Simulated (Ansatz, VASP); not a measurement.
SbP3: VASP beside Ansatz

The input INCAR:

```
SYSTEM = SbP3
  PREC = Accurate
  ENCUT = 520
  EDIFF = 1E-6
  ISMEAR = 0
  SIGMA = 0.1
  LREAL = .False.
  LASPH = .True.
  NELM = 100
  ALGO = Normal
  ISIF = 2
  LWAVE = .False.
  LCHARG = .True.
  GGA = PE
  LELF = .True.
  LVHAR = .True.
  NBANDS = 30
```

The input KPOINTS:

```
regular mesh
0
Gamma
  6 6 4
  0 0 0
```

The input POSCAR:

```
SbP3
1.0
    5.1403693700      0.0000000000      0.0000000000
   -2.5701846800      4.4516904600      0.0000000000
    0.0000000000      0.0000000000      7.3987238800
Sb P
2 6
Direct
    0.3333333300      0.6666666700      0.5000000000
    0.3333333300      0.6666666700      0.0000000000
    0.0891516600      0.7886993100      0.7500000000
    0.2113006900      0.3004523500      0.7500000000
    0.6995476500      0.9108483400      0.7500000000
    0.6995476500      0.7886993100      0.2500000000
    0.2113006900      0.9108483400      0.2500000000
    0.0891516600      0.3004523500      0.2500000000
```

Input for Ansatz:

```yaml
crystal:
  lattice:
    - [5.14036937, 0.0, 0.0]
    - [-2.57018468, 4.45169046, 0.0]
    - [0.0, 0.0, 7.39872388]
  atoms:
    - { symbol: Sb, position: [0.33333333, 0.66666667, 0.5] }
    - { symbol: Sb, position: [0.33333333, 0.66666667, 0.0] }
    - { symbol: P, position: [0.08915166, 0.78869931, 0.75] }
    - { symbol: P, position: [0.21130069, 0.30045235, 0.75] }
    - { symbol: P, position: [0.69954765, 0.91084834, 0.75] }
    - { symbol: P, position: [0.69954765, 0.78869931, 0.25] }
    - { symbol: P, position: [0.21130069, 0.91084834, 0.25] }
    - { symbol: P, position: [0.08915166, 0.30045235, 0.25] }
basis:
  ecutwfc: 420
kpoints:
  mp_grid: { grid: [6, 6, 4] }
hamiltonian:
  xc: pbe
scf:
  occupations: { method: gaussian, width: 0.1 }
  lower_state_search: "off"
output:
  forces: true
  stress: true
  eigenvalues: true
```

Alike in both runs: task single point; functional PBE; k mesh 6 × 6 × 4; occupations gaussian, width 0.1 eV; no spin polarisation.

|  | VASP | Ansatz |
| --- | --- | --- |
| version | VASP 6.6.1 | Ansatz 0.2.0 |
| potentials or method | VASP PAW PBE potentials, release 64 (Sb, P), cutoff 520 eV | scalar-relativistic, plane waves, PAW |
| valence electrons in the cell | 40 | 60 |

Ansatz gave:

- gap on the k mesh at the Fermi level (eV): none
- pressure (GPa): 18.8
- traceless stress, the component that is largest in VASP (GPa): 13.06
- rms of the force components (eV/Å): 1.374

Q: What did VASP give for the same quantities?

A: gap on the k mesh at the Fermi level (eV): none; pressure (GPa): 19.0; traceless stress, the component that is largest in VASP (GPa): 13.31; rms of the force components (eV/Å): 1.406.

Atom by atom the forces differ by 0.031 eV/Å (rms over components). A gap of «none» marks a metal or a gap that the smearing closes. VASP's potentials hold 40 valence electrons a cell and Ansatz's 60, so a difference there can come from the potentials and not from the codes.

Neither program's run includes spin-orbit coupling.
